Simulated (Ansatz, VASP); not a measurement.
This is a calculation of K for VASP 6.6.1.

Contents of INCAR:

```
  PREC = Accurate
  ENCUT = 520
  EDIFF = 1E-6
  ISMEAR = -1
  SIGMA = 0.05
  LREAL = F
  LASPH = T
  NELM = 60
  ALGO = Fast
  ISIF = 2
  LWAVE = F
  LCHARG = T
  GGA = PE
  LELF = T
  LVHAR = T
  NBANDS = 16
```

Contents of KPOINTS:

```
Automatic mesh
0
Gamma
  9 9 9
```

File POSCAR:

```
K
1.0
   -2.2081090471      2.2081090471      8.0458679461
    2.2081090471     -2.2081090471      8.0458679461
    2.2081090471      2.2081090471     -8.0458679461
K
2
Direct
    0.5000000000      0.5000000000      0.0000000000
    0.2500000000      0.7500000000      0.5000000000
```

Potentials or basis: VASP PAW PBE potentials, release 64 (K_sv).

The run is started by

```sh
$ cat potpaw_PBE.64/K_sv/POTCAR > POTCAR
$ mpirun -np 1 vasp_std > vasp.out
```

Question: Set up the same calculation for Ansatz 0.2.0. Potentials there: Ansatz PAW.

Answer: As run (the cutoff follows the program's own potentials):

input.yaml

```yaml
crystal:
  lattice:
    - [-2.2081090471, 2.2081090471, 8.0458679461]
    - [2.2081090471, -2.2081090471, 8.0458679461]
    - [2.2081090471, 2.2081090471, -8.0458679461]
  atoms:
    - { symbol: K, position: [0.5, 0.5, 0.0] }
    - { symbol: K, position: [0.25, 0.75, 0.5] }
hamiltonian:
  xc: pbe
  pseudopotentials: { kind: paw }
kpoints:
  mp_grid: { grid: [9, 9, 9] }
scf:
  occupations: { method: fermi_dirac, width: 0.05 }
output:
  forces: true
  stress: true
  eigenvalues: true
```

Potentials or basis: Ansatz PAW.

Command:

```bash
$ ansatz run input.yaml --threads 2 --pin off --max-ram 5120MiB --backend cpu --events-out ev --progress --plain --runs-dir out
```

Both were run:

|  | VASP | Ansatz | Ansatz less VASP |
| --- | --- | --- | --- |
| gap on the k mesh at the Fermi level (eV) | none | none | - |
| pressure (GPa) | -0.1 | -0.1 | +0.01 |
| traceless stress, the component that is largest in VASP (GPa) | -0.05 | -0.06 | 0.000 |

A gap of «none» marks a metal or a gap that the smearing closes.
